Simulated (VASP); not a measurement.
Write the native input for VASP 6.6.1 that does the following.

```
Task                   : single point
Functional             : PBEsol
Potentials or basis    : VASP PAW PBE potentials, release 64 (Co)
Cutoff                 : 520 eV
k mesh                 : 10 × 10 × 6
Occupations            : fermi-dirac, width 0.05 eV
Spin                   : collinear spin, ferromagnetic start
Starting moments       : [1.5, 1.5] μB
Fixed moment           : 3 μB
Dipole correction      : no
Further INCAR settings : ALGO = Normal; EDIFF = 1e-07; NBANDS = 20
```

The structure of Co lies in POSCAR:

```
Co
1.0
    2.4719999032      0.0000000000      0.0000000000
   -1.2359999516      2.1408147143      0.0000000000
    0.0000000000      0.0000000000      4.0211440800
Co
2
Direct
    0.6666666667      0.3333333333      0.7500000000
    0.3333333333      0.6666666667      0.2500000000
```

These files were run (other wordings do the same):

INCAR

```
  PREC = Accurate
  ENCUT = 520
  EDIFF = 1E-7
  ISMEAR = -1
  SIGMA = 0.05
  LREAL = False
  LASPH = True
  NELM = 150
  ALGO = Normal
  ISIF = 2
  LWAVE = False
  LCHARG = True
  ISPIN = 2
  MAGMOM = 1.5 1.5
  LORBIT = 11
  NUPDOWN = 3.0
  LMAXMIX = 4
  GGA = PS
  LELF = True
  LVHAR = True
  NBANDS = 20
```

KPOINTS

```
Automatic mesh
0
Gamma
  10 10 6
```

Potentials or basis: VASP PAW PBE potentials, release 64 (Co).

Launch:

```sh
$ cat potpaw_PBE.64/Co/POTCAR > POTCAR
$ mpirun -np 1 vasp_std > vasp.out
```

Results of the run:

| Property | Result |
| --- | --- |
| Pressure | -8.0 GPa |
| Net moment | 3.00 μB per cell |
| Site moments | Co +1.51 μB |
| Valence electrons inside the program's atomic spheres | Co 8.31 |

Caveat: the cell stands under tension; the PAW data sets were made with another functional, which shifts forces and pressure a little; the total moment is fixed, so each spin has its own Fermi level.

It took 80 s on 1 thread of Intel Xeon 8259CL, with other jobs on the host, peak memory 0.16 GiB.
